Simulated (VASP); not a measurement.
Set up this calculation in VASP 6.6.1, as the native input.

```
Task                   : dielectric tensor
Functional             : PBEsol
Potentials or basis    : VASP PAW PBE potentials, release 64 (K_sv, I)
Cutoff                 : 520 eV
k mesh                 : 4 × 4 × 2
Occupations            : gaussian, width 0.01 eV
Spin                   : no spin polarisation
Dipole correction      : no
Further INCAR settings : ALGO = Normal; EDIFF = 1e-08
```

The structure of KI lies in POSCAR:

```
KI
1.0
    2.5126600000     -4.2552270000      0.0000000000
    2.5126600000      4.2552270000      0.0000000000
    0.0000000000      0.0000000000      8.6765890000
K I
2 2
Direct
    0.5000000000      0.5000000000      0.5000000000
    0.5000000000      0.5000000000      0.0000000000
    0.8402299995      0.1597700005      0.2500000000
    0.1597700005      0.8402299995      0.7500000000
```

These files were run (other wordings do the same):

INCAR

```
PREC = Accurate
ENCUT = 520
EDIFF = 1E-8
ISMEAR = 0
SIGMA = 0.01
LREAL = False
LASPH = True
NELM = 80
ALGO = Normal
ISIF = 2
LWAVE = False
LCHARG = False
GGA = PS
LEPSILON = True
```

KPOINTS

```
Automatic mesh
0
Gamma
  4 4 2
```

Potentials or basis: VASP PAW PBE potentials, release 64 (K_sv, I).

The run is started by

```console
$ cat potpaw_PBE.64/K_sv/POTCAR potpaw_PBE.64/I/POTCAR > POTCAR
$ mpirun -np 1 vasp_std > vasp.out
```

It gave:

```json
{
  "Band gap on the k mesh": "3.61 eV",
  "Electronic dielectric tensor (diagonal)": "2.87, 2.86, 2.85",
  "Born charges (mean of the diagonal)": "K +1.17; I -1.17 e"
}
```

Caveat: spin-orbit coupling is left out, which moves the levels of the heavy elements.

It took 66 min on 1 thread of AMD EPYC 7571, on a shared host, peak memory 0.42 GiB.
